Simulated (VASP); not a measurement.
A run of VASP 6.6.1 is set up as follows.

The input INCAR:

```
SYSTEM = P
ALGO = Normal
EDIFF = 1E-6
EDIFFG = -0.01
ENCUT = 600
GGA = PE
IBRION = 2
ISIF = 3
ISMEAR = 0
IVDW = 12
LASPH = .TRUE.
LCHARG = .FALSE.
LREAL = .FALSE.
LWAVE = .FALSE.
NELM = 80
NSW = 50
PREC = Accurate
SIGMA = 0.05
```

File KPOINTS:

```
k-points
0
G
  16 16 16
  0 0 0
```

Contents of POSCAR:

```
P
1.0
    1.7131754069      0.9891022824      2.9035673710
   -1.7131754069      0.9891022824      2.9035673710
    0.0000000000     -1.9782045647      2.9035673710
P
2
Direct
    0.2343904313      0.2343904313      0.2343904313
    0.7656095687      0.7656095687      0.7656095687
```

Potentials or basis: VASP PAW PBE potentials, release 64 (P).

Launch:

```console
$ cat potpaw_PBE.64/P/POTCAR > POTCAR
$ mpirun -np 1 vasp_std > vasp.out
```

Question: Estimate the relaxed volume.

Answer: 14.73 Å³/atom.

Question: What does it give for the space group after relaxing (to 0.1 Å)?

Answer: R-3m (No. 166).

Question: What does it give for the relaxed cell?

Answer: a = 3.512 Å, b = 3.512 Å, c = 3.512 Å, α = 58.33°, β = 58.33°, γ = 58.33°.

Stress tensor (GPa, compression positive):
```
0.03 0.00 0.00
0.00 0.03 0.00
0.00 0.00 0.10
```
